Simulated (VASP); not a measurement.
## Si3Ge: single point with PBEsol

Si3Ge:

```xyz
16
Lattice="7.7762 0.0000 0.0000 0.0000 7.7762 0.0000 0.0000 0.0000 5.4837" Properties=species:S:1:pos:R:3 pbc="T T T"
Si    2.0400    0.1005    4.0554
Si    1.7768    1.8134    0.0199
Si   -0.1956    1.7498    1.3607
Si    1.8107    3.8556    4.2615
Si    1.8203    5.9103   -0.1318
Si   -0.0222    5.8565    1.3982
Si    5.8203   -0.1587    4.1446
Si    5.7237    1.8337    0.0435
Si    3.9709    2.1549    1.3133
Si    5.9380    3.8778    4.1336
Si    5.9211    5.6972    0.0237
Si    3.7576    5.9098    1.3403
Ge   -0.0325   -0.0913    2.8542
Ge    0.0717    3.7961    2.5816
Ge    4.0800    0.1690    2.6066
Ge    3.8579    4.0107    2.9141
```

```json
{
  "Program": "VASP 6.6.1",
  "Task": "single point",
  "Functional": "PBEsol",
  "Potentials or basis": "VASP PAW PBE potentials, release 64 (Si, Ge_d)",
  "Cutoff": "520 eV",
  "k mesh": "2 × 2 × 2",
  "Occupations": "fermi-dirac, width 0.069 eV",
  "Spin": "no spin polarisation"
}
```

```yaml
Pressure: -0.3 GPa
Largest_force: 2.724 eV/Å
Band_gap_on_the_k_mesh: 0.21 eV
```

Forces in eV/Å, atoms in the order of the input:
```
Si   0.306 -0.914 -0.722
Si   0.773  1.307  1.018
Si   0.978  0.313  0.120
Si   0.397 -0.472 -0.652
Si   0.452  0.140  0.989
Si   0.556 -0.326 -0.551
Si  -0.198  0.396  1.025
Si   1.163  0.274 -2.183
Si  -2.597  0.092  0.817
Si   0.001 -1.163 -0.265
Si  -1.634  0.705  0.573
Si   0.711 -0.388 -0.455
Ge   0.652  0.525 -0.121
Ge  -0.304 -0.014  0.644
Ge  -1.132 -0.550  0.154
Ge  -0.125  0.073 -0.391
```

Stress tensor (GPa, compression positive):
```
-0.07 -0.45  0.05
-0.45  0.26  0.93
 0.05  0.93 -1.10
```

Levels at points of the mesh, in eV from the valence-band top:
```tsv
k point	band 48	band 49	band 50	band 51	band 52	band 53	band 54	band 55	band 56	band 57
(0.00, 0.00, 0.00)	-1.36	-1.27	-0.33	-0.17	0.00	0.21	0.40	0.47	0.59	0.66
(0.50, 0.00, 0.00)	-2.39	-1.73	-1.72	-0.58	-0.34	0.75	1.07	1.46	1.58	1.70
(0.00, 0.50, 0.00)	-2.39	-1.79	-1.65	-0.43	-0.12	0.84	0.98	1.45	1.66	1.76
(0.50, 0.50, 0.00)	-1.97	-1.94	-1.90	-1.83	-1.72	0.66	0.83	0.93	1.08	2.56
(0.00, 0.00, 0.50)	-1.29	-1.18	-1.14	-1.12	-0.98	0.58	0.67	0.78	1.07	1.18
(0.50, 0.00, 0.50)	-1.89	-1.80	-1.70	-1.57	-1.36	1.56	1.80	1.82	1.95	2.40
(0.00, 0.50, 0.50)	-1.88	-1.74	-1.65	-1.52	-1.33	1.47	1.85	1.91	1.97	2.57
(0.50, 0.50, 0.50)	-1.40	-1.34	-1.28	-1.19	-1.17	1.71	1.95	2.02	2.15	2.19
```

Run time: 120 s on 1 thread of AMD EPYC 9R45 96-Core Processor (Zen 5) (shared host), peak memory 0.38 GiB.

Caveat: the k points lie up to 0.57 Å⁻¹ apart; the atoms stand as in a frame of molecular dynamics; the PAW data sets were made with another functional, which shifts forces and pressure a little. A k mesh can miss the band edges.
